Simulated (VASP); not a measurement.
# Te2Mo in VASP: a series of runs

Runs on Te2Mo. Level: LDA. Tasks: single point.

Everything below comes from runs of VASP 6.6.1. Logs are shortened: lines on timing, memory, paths and dates and some standing lists are left out, and cuts for length are marked.

### 1 The cell of the first run

The cell holds a slab with vacuum, 9 atoms: a = 3.297 Å, b = 3.297 Å, c = 30.207 Å, α = 90.00°, β = 90.00°, γ = 120.00°.

### 2 Single point, LDA (strain -0.050 along x and y, +0.000 along z)

Input file INCAR:

```
SYSTEM = Te2Mo
PREC     = Accurate       ! precision mode
ENCUT    = 520            ! plane-wave cutoff, eV
EDIFF    = 1E-6           ! SCF threshold, eV
ISMEAR   = 0              ! smearing method
SIGMA    = 0.05           ! smearing width, eV
LREAL    = .False.        ! projectors in reciprocal space
LASPH    = .True.         ! aspherical terms in the spheres
NELM     = 100            ! most SCF steps
ALGO     = Normal         ! electronic algorithm
ISIF     = 2              ! what is computed and relaxed
LWAVE    = .False.        ! write WAVECAR
LCHARG   = .False.        ! write CHGCAR
NBANDS   = 49             ! bands
```

Input file KPOINTS:

```
regular mesh
0
Gamma
  12 12 1
  0 0 0
```

Input file POSCAR:

```
Te2Mo
1.0
    3.2974466498      0.0000000000      0.0000000000
   -1.6487233249      2.8556725664      0.0000000000
    0.0000000000      0.0000000000     30.2065362563
Te Mo
6 3
Direct
    0.0000000000      0.0000000000      0.9405159683
    0.3333333333      0.6666666667      0.7128929968
    0.3333333333      0.6666666667      0.1682534351
    0.3333333333      0.6666666667      0.8317465649
    0.3333333333      0.6666666667      0.2871070032
    0.0000000000      0.0000000000      0.0594840317
    0.0000000000      0.0000000000      0.7722229666
    0.0000000000      0.0000000000      0.2277770334
    0.3333333333      0.6666666667      0.0000000000
```

Potentials or basis: VASP PAW LDA potentials, release 64 (Te, Mo_sv).

Started as:

```bash
$ cat potpaw_LDA.64/Te/POTCAR potpaw_LDA.64/Mo_sv/POTCAR > POTCAR
$ mpirun -np 1 vasp_std > vasp.out
```

OUTCAR:

```text
SYSTEM = Te2Mo
   PREC = Accurate
   ENCUT = 520
   EDIFF = 1E-6
   ISMEAR = 0
   LREAL = .False.
   LASPH = .True.
   NELM = 100
   ISIF = 2

 ion  position               nearest neighbor table
   1  0.000  0.000  0.941-   9 2.62   9 2.62   9 2.62   6 3.59
   2  0.333  0.667  0.713-   7 2.61   7 2.61   7 2.61   4 3.59
   3  0.333  0.667  0.168-   8 2.62   8 2.62   8 2.62   5 3.59
   4  0.333  0.667  0.832-   7 2.62   7 2.62   7 2.62   2 3.59
   5  0.333  0.667  0.287-   8 2.61   8 2.61   8 2.61   3 3.59
   6  0.000  0.000  0.059-   9 2.62   9 2.62   9 2.62   1 3.59
   7  0.000  0.000  0.772-   2 2.61   2 2.61   2 2.61   4 2.62   4 2.62   4 2.62
   8  0.000  0.000  0.228-   5 2.61   5 2.61   5 2.61   3 2.62   3 2.62   3 2.62
   9  0.333  0.667  0.000-   1 2.62   6 2.62   1 2.62   6 2.62   1 2.62   6 2.62

  LATTYP: Found a hexagonal cell.
 ALAT       =     3.2974466498
 C/A-ratio  =     9.1605837681

  Lattice vectors:

 A1 = (   3.2974466498,   0.0000000000,   0.0000000000)
 A2 = (  -1.6487233249,   2.8556725664,   0.0000000000)
 A3 = (   0.0000000000,   0.0000000000,  30.2065362563)

Analysis of symmetry for initial positions (statically):
=====================================================================
 Subroutine PRICEL returns:
 Original cell was already a primitive cell.

 Routine SETGRP: Setting up the symmetry group for a
 hexagonal supercell.

 Subroutine GETGRP returns: Found 12 space group operations
 (whereof 12 operations were pure point group operations)
 out of a pool of 24 trial point group operations.

The static configuration has the point symmetry D_3h.

Analysis of symmetry for dynamics (positions and initial velocities):
=====================================================================
 Subroutine PRICEL returns:
 Original cell was already a primitive cell.

 Routine SETGRP: Setting up the symmetry group for a
 hexagonal supercell.

 Subroutine GETGRP returns: Found 12 space group operations
 (whereof 12 operations were pure point group operations)
 out of a pool of 24 trial point group operations.

The dynamic configuration has the point symmetry D_3h.

 Subroutine INISYM returns: Found 12 space group operations
 (whereof 12 operations are pure point group operations),
 and found     1 'primitive' translations

----------------------------------------------------------------------------------------

                                     Primitive cell

  volume of cell :     284.4377

  direct lattice vectors                    reciprocal lattice vectors
     3.297446650  0.000000000  0.000000000     0.303264952  0.175090102  0.000000000
    -1.648723325  2.855672566  0.000000000     0.000000000  0.350180203  0.000000000
     0.000000000  0.000000000 30.206536256     0.000000000  0.000000000  0.033105418

  length of vectors
     3.297446650  3.297446650 30.206536256     0.350180203  0.350180203  0.033105418

  position of ions in fractional coordinates (direct lattice)
     0.000000000  0.000000000  0.940515968
     0.333333333  0.666666667  0.712892997
     0.333333333  0.666666667  0.168253435
     0.333333333  0.666666667  0.831746565
     0.333333333  0.666666667  0.287107003
     0.000000000  0.000000000  0.059484032
     0.000000000  0.000000000  0.772222967
     0.000000000  0.000000000  0.227777033
     0.333333333  0.666666667  0.000000000

  ion indices of the primitive-cell ions
   primitive index   ion index
                 1           1
                 2           2
                 3           3
                 4           4
                 5           5
                 6           6
                 7           7
                 8           8
                 9           9

----------------------------------------------------------------------------------------

 KPOINTS: regular mesh

Automatic generation of k-mesh.
 Grid dimensions read from file:
 generate k-points for:   12   12    1

 Generating k-lattice:

  Cartesian coordinates                     Fractional coordinates (reciprocal lattice)
     0.025272079  0.014590842  0.000000000     0.083333333 -0.000000000  0.000000000
     0.000000000  0.029181684  0.000000000     0.000000000  0.083333333  0.000000000
     0.000000000  0.000000000  0.033105418     0.000000000  0.000000000  1.000000000

  Length of vectors
     0.029181684  0.029181684  0.033105418

  Shift w.r.t. Gamma in fractional coordinates (k-lattice)
     0.000000000  0.000000000  0.000000000

 Subroutine IBZKPT returns following result:
 ===========================================

 Found     19 irreducible k-points:

 Following reciprocal coordinates:
            Coordinates               Weight
  0.000000  0.000000  0.000000      1.000000
  0.083333  0.000000  0.000000      6.000000
  0.166667  0.000000  0.000000      6.000000
  0.250000  0.000000  0.000000      6.000000
  0.333333 -0.000000  0.000000      6.000000
  0.416667 -0.000000  0.000000      6.000000
[... 11 lines left out ...]
  0.333333  0.250000  0.000000     12.000000
  0.333333  0.333333  0.000000      2.000000
   k-points           NKPTS =     19   k-points in BZ     NKDIM =     19   number of bands    NBANDS=     49
   number of dos      NEDOS =    301   number of ions     NIONS =      9
   total plane-waves  NPLWV = 188160
   dimension x,y,z NGX =    28 NGY =   28 NGZ =  240
   dimension x,y,z NGXF=    56 NGYF=   56 NGZF=  480
   ions per type =               6   3
   NGX,Y,Z   is equivalent  to a cutoff of  14.12, 14.12, 13.21 a.u.
   NGXF,Y,Z  is equivalent  to a cutoff of  28.23, 28.23, 26.42 a.u.
 SYSTEM =  Te2Mo
   PREC   = accura    normal or accurate (medium, high low for compatibility)
   ISTART =      0    job   : 0-new  1-cont  2-samecut
   ICHARG =      2    charge: 1-file 2-atom 10-const
   ISPIN  =      1    spin polarized calculation?
   LNONCOLLINEAR =      F non collinear calculations
   LSORBIT =      F    spin-orbit coupling
   LASPH  =      T    aspherical Exc in radial PAW
   ENCUT  =  520.0 eV  38.22 Ry    6.18 a.u.   6.13  6.13 56.16*2*pi/ulx,y,z
   NELM   =    100;   NELMIN=  2; NELMDL= -5     # of ELM steps
   EDIFF  = 0.1E-05   stopping-criterion for ELM
   LREAL  =      F    real-space projection
   EDIFFG = 0.1E-04   stopping-criterion for IOM
   NSW    =      0    number of steps for IOM
   IBRION =     -1    ionic relax: 0-MD 1-quasi-New 2-CG
   NFREE  =      0    steps in history (QN), initial steepest desc. (CG)
   ISIF   =      2    stress and relaxation
   ISYM   =      2    0-nonsym 1-usesym 2-fastsym
   POTIM  = 0.5000    time-step for ionic-motion
   TEBEG  =    0.0;   TEEND  =   0.0 temperature during run
   PSTRESS=    0.0 pullay stress
   NELECT =      78.0000    total number of electrons
   NUPDOWN=      -1.0000    fix difference up-down
   EMIN   =  10.00;   EMAX   =-10.00  energy-range for DOS
   EFERMI =   0.00;   METHOD = LEGACY
   ISMEAR =     0;   SIGMA  =   0.05  broadening in eV -4-tet -1-fermi 0-gaus
   EFERMI_NEDOS =   21; number of points for ismear=-14 and -15
   IALGO  =     38    algorithm
   IMIX   =      4    mixing-type and parameters
     AMIX     =   0.40;   BMIX     =  1.00
     AMIX_MAG =   1.60;   BMIX_MAG =  1.00
  volume/ion in A,a.u.               =      31.60       213.28
  Fermi-wavevector in a.u.,A,eV,Ry     =   1.063598  2.009908 15.391451  1.131240
  Thomas-Fermi vector in A             =   2.199088
   LORBIT       =      0    0 simple, 1 ext, 2 COOP (PROOUT), +10 PAW based schemes
   GGA     = CA    functional components
   LHFCALC =     F    Hartree Fock is set to
   AEXX    =    0.0000 exact exchange contribution
   IVDW    =     0    specifies the selected vdW correction
   LEPSILON=     F    determine dielectric tensor
   LRPA    =     F    only Hartree local field effects (RPA)
 non-spin polarized calculation
 Gauss-broadening in eV      SIGMA  =   0.05
  energy-cutoff  :      520.00
  volume of cell :      284.44
 maximum number of plane-waves:      7706
 NGX is ok and might be reduce to    28
   NGX = 13   NGY = 13   NGZ =113

 number of electron      78.0000001 magnetization

 Free energy of the ion-electron system (eV)
  ---------------------------------------------------
  ext. energy  EPLUGINS =         0.00000000
  ---------------------------------------------------
  free energy    TOTEN  =       -60.82129388 eV

  energy without entropy =      -60.82129388  energy(sigma->0) =      -60.82129388

 E-fermi :   5.7399     XC(G=0):  -8.1534

 val. band max:        5.4414934869   @ k =   0.5000   0.0000   0.0000
 cond. band min:       6.0545386326   @ k =   0.2500   0.1667   0.0000
 fundamental gap:      0.6130451457
 Fermi energy:         5.7399460740

 k-point     1 :       0.0000    0.0000    0.0000
  band No.  band energies     occupation
      1     -54.9470      2.00000
      2     -54.9437      2.00000
      3     -54.9437      2.00000
      4     -29.4790      2.00000
      5     -29.4787      2.00000
      6     -29.4787      2.00000
[... 41 lines left out ...]
     48       9.4451      0.00000
     49       9.5832      0.00000

 k-point     2 :       0.0833    0.0000    0.0000
  band No.  band energies     occupation
      1     -54.9452      2.00000
      2     -54.9420      2.00000
      3     -54.9420      2.00000
      4     -29.4747      2.00000
      5     -29.4743      2.00000
      6     -29.4743      2.00000
[... 41 lines left out ...]
     48       9.2682      0.00000
     49       9.2833      0.00000

 k-point     3 :       0.1667    0.0000    0.0000
  band No.  band energies     occupation
      1     -54.9405      2.00000
      2     -54.9373      2.00000
      3     -54.9373      2.00000
      4     -29.4626      2.00000
      5     -29.4623      2.00000
      6     -29.4623      2.00000
[... 41 lines left out ...]
     48       8.7085      0.00000
     49       9.2361      0.00000

 k-point     4 :       0.2500    0.0000    0.0000
  band No.  band energies     occupation
      1     -54.9341      2.00000
      2     -54.9308      2.00000
      3     -54.9308      2.00000
      4     -29.4462      2.00000
      5     -29.4458      2.00000
      6     -29.4458      2.00000
[... 717 lines left out ...]
     48       7.6851      0.00000
     49       9.0686      0.00000

 k-point    18 :       0.3333    0.2500    0.0000
  band No.  band energies     occupation
      1     -54.9188      2.00000
      2     -54.9155      2.00000
      3     -54.9155      2.00000
      4     -29.4072      2.00000
      5     -29.4067      2.00000
      6     -29.4067      2.00000
[... 41 lines left out ...]
     48       8.0517      0.00000
     49       9.4509      0.00000

 k-point    19 :       0.3333    0.3333    0.0000
  band No.  band energies     occupation
      1     -54.9179      2.00000
      2     -54.9146      2.00000
      3     -54.9146      2.00000
      4     -29.4050      2.00000
      5     -29.4045      2.00000
      6     -29.4045      2.00000
[... 41 lines left out ...]
     48       8.2610      0.00000
     49       9.6924      0.00000

------------------------ aborting loop because EDIFF is reached ----------------------------------------

  FORCE on cell =-STRESS in cart. coord.  units (eV):
  Direction    XX          YY          ZZ          XY          YZ          ZX
  --------------------------------------------------------------------------------------
  -------------------------------------------------------------------------------------
  Total       18.2374858     18.2374858     13.5055331      0.0000000      0.0000000      0.0000000
  in kB      102.7279058    102.7279058     76.0738154      0.0000000      0.0000000      0.0000000
  external PRESSURE =      93.8432090 kB  Pullay stress =       0.0000000 kB

 VOLUME and BASIS-vectors are now :
 -----------------------------------------------------------------------------
  energy-cutoff  :      520.00
  volume of cell :      284.44
      direct lattice vectors                 reciprocal lattice vectors
     3.297446650  0.000000000  0.000000000     0.303264952  0.175090102  0.000000000
    -1.648723325  2.855672566  0.000000000     0.000000000  0.350180203  0.000000000
     0.000000000  0.000000000 30.206536256     0.000000000  0.000000000  0.033105418

 POSITION                                       TOTAL-FORCE (eV/Angst)
 -----------------------------------------------------------------------------------
      0.00000      0.00000     28.40973         0.000000     -0.000000     -1.176715
     -0.00000      1.90378     21.53403        -0.000000      0.000000     -1.231591
     -0.00000      1.90378      5.08235        -0.000000     -0.000000     -1.178656
     -0.00000      1.90378     25.12418        -0.000000     -0.000000      1.178656
     -0.00000      1.90378      8.67251        -0.000000      0.000000      1.231591
      0.00000      0.00000      1.79681         0.000000     -0.000000      1.176715
      0.00000      0.00000     23.32618         0.000000     -0.000000      0.005011
      0.00000      0.00000      6.88036         0.000000     -0.000000     -0.005011
     -0.00000      1.90378      0.00000         0.000000     -0.000000      0.000000
 -----------------------------------------------------------------------------------
    total drift:                                0.000001     -0.000000     -0.000000

  FREE ENERGIE OF THE ION-ELECTRON SYSTEM (eV)
  ---------------------------------------------------
  free  energy   TOTEN  =       -60.8212938761 eV

  energy  without entropy=      -60.8212938761  energy(sigma->0) =      -60.82129388
```

Run time: 5.7 min. Hardware: 1 thread of AMD EPYC 9R45 (Zen 5), shared host; peak memory 0.43 GiB.

What came out:

| Property | Result |
| --- | --- |
| Free energy | -60.8213 eV |
| Largest force | 1.232 eV/Å |
| Band gap on the k mesh | 0.61 eV, indirect (least direct gap 1.18 eV) |

Forces in eV/Å, atoms in the order of the input:
```
Te   0.000  0.000 -1.177
Te   0.000  0.000 -1.232
Te   0.000  0.000 -1.179
Te   0.000  0.000  1.179
Te   0.000  0.000  1.232
Te   0.000  0.000  1.177
Mo   0.000  0.000  0.005
Mo   0.000  0.000 -0.005
Mo   0.000  0.000  0.000
```

Caveat: the cell differs from its parent crystal (strain -0.050 along x and y, +0.000 along z); spin-orbit coupling is left out, which moves the levels of the heavy elements.

(Part 1 of 2 ends here.)
